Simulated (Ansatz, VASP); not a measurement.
## C in VASP and in Ansatz

INCAR

```
  PREC = Accurate
  ENCUT = 600
  EDIFF = 1E-6
  ISMEAR = 0
  SIGMA = 0.02
  LREAL = False
  LASPH = True
  NELM = 120
  ALGO = Normal
  ISIF = 2
  LWAVE = False
  LCHARG = True
  GGA = PE
  LELF = True
  LVHAR = True
  NBANDS = 11
  GGA_COMPAT = False
```

File KPOINTS:

```
regular mesh
0
Gamma
  12 12 12
```

POSCAR

```
C
1.0
    0.0000000000      1.8207822310      1.8207822310
    1.8207822310      0.0000000000      1.8207822310
    1.8207822310      1.8207822310      0.0000000000
C
2
Direct
    0.0000000000      0.0000000000      0.0000000000
    0.2500000000      0.2500000000      0.2500000000
```

Input for Ansatz:

```yaml
crystal:
  lattice:
    - [0.0, 1.820782231, 1.820782231]
    - [1.820782231, 0.0, 1.820782231]
    - [1.820782231, 1.820782231, 0.0]
  atoms:
    - { symbol: C, position: [0.0, 0.0, 0.0] }
    - { symbol: C, position: [0.25, 0.25, 0.25] }
basis: {}
kpoints:
  mp_grid: { grid: [12, 12, 12] }
hamiltonian:
  xc: pbe
  pseudopotentials: { kind: all_electron, lapw: {} }
scf:
  occupations: { method: gaussian, width: 0.02 }
output:
  forces: true
  stress: true
  eigenvalues: true
```

Alike in both runs: task single point; functional PBE; k mesh 12 × 12 × 12; occupations gaussian, width 0.02 eV; no spin polarisation.

```csv
,VASP,Ansatz
version,VASP 6.6.1,Ansatz 0.2.0
potentials or method,"VASP PAW PBE potentials, release 64 (C), cutoff 600 eV","scalar-relativistic, all-electron LAPW"
```

Ansatz gave:

| Property | Result |
| --- | --- |
| gap on the k mesh at the Fermi level (eV) | 4.02 |
| least direct gap on the mesh (eV) | 5.43 |
| pressure (GPa) | -22.7 |

Task: What did VASP give for the same quantities?

Result: gap on the k mesh at the Fermi level (eV): 4.01; least direct gap on the mesh (eV): 5.42; pressure (GPa): -22.7.

Ansatz ran all-electron here, and VASP with PAW potentials.
